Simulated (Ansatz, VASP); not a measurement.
**One calculation of MgO, two programs**

Contents of INCAR:

```
SYSTEM = MgO
  PREC = Accurate
  ENCUT = 520
  EDIFF = 1E-6
  ISMEAR = 0
  SIGMA = 0.05
  LREAL = .FALSE.
  LASPH = .TRUE.
  NELM = 100
  ALGO = Normal
  ISIF = 2
  LWAVE = .FALSE.
  LCHARG = .FALSE.
  GGA = PE
  NBANDS = 16
```

File KPOINTS:

```
regular mesh
0
G
  9 9 6
  0 0 0
```

The input POSCAR:

```
MgO
1.0
    3.2379000000      0.0000000000      0.0000000000
   -1.6189500000      2.8041036549      0.0000000000
    0.0000000000      0.0000000000      5.5313000000
Mg O
2 2
Direct
    0.3333333333      0.6666666667      0.0063188013
    0.6666666667      0.3333333333      0.5063188013
    0.3333333333      0.6666666667      0.3982811987
    0.6666666667      0.3333333333      0.8982811987
```

Input for Ansatz:

```yaml
crystal:
  lattice:
    - [3.2379, 0.0, 0.0]
    - [-1.61895, 2.8041036549, 0.0]
    - [0.0, 0.0, 5.5313]
  atoms:
    - { symbol: Mg, position: [0.3333333333, 0.6666666667, 0.0063188013] }
    - { symbol: Mg, position: [0.6666666667, 0.3333333333, 0.5063188013] }
    - { symbol: O, position: [0.3333333333, 0.6666666667, 0.3982811987] }
    - { symbol: O, position: [0.6666666667, 0.3333333333, 0.8982811987] }
basis:
  ecutwfc: 520.0
kpoints:
  mp_grid: { grid: [9, 9, 6] }
hamiltonian:
  xc: pbe
  pseudopotentials: { kind: paw, azcp: { folder: soft_1 } }
scf:
  occupations: { method: gaussian, width: 0.05 }
output:
  forces: true
  stress: true
  eigenvalues: true
```

Alike in both runs: task single point; functional PBE; k mesh 9 × 9 × 6; occupations gaussian, width 0.05 eV; no spin polarisation.

|  | VASP | Ansatz |
| --- | --- | --- |
| version | VASP 6.6.1 | Ansatz 0.2.0 |
| potentials or method | VASP PAW PBE potentials, release 64 (Mg, O), cutoff 520 eV | scalar-relativistic, plane waves, PAW |
| valence electrons in the cell | 16 | 32 |

|  | VASP | Ansatz | Ansatz less VASP |
| --- | --- | --- | --- |
| gap on the k mesh at the Fermi level (eV) | 3.38 | 3.40 | +0.019 |
| least direct gap on the mesh (eV) | 3.38 | 3.40 | +0.019 |
| pressure (GPa) | -1.5 | -1.0 | +0.43 |
| traceless stress, the component that is largest in VASP (GPa) | -10.56 | -10.44 | +0.115 |
| rms of the force components (eV/Å) | 0.321 | 0.317 | -0.0038 |

Atom by atom the forces differ by 0.004 eV/Å (rms over components). With one functional, cell and mesh, what is left measures potentials, basis and numerics. VASP's potentials hold 16 valence electrons a cell and Ansatz's 32, so a difference there can come from the potentials and not from the codes.
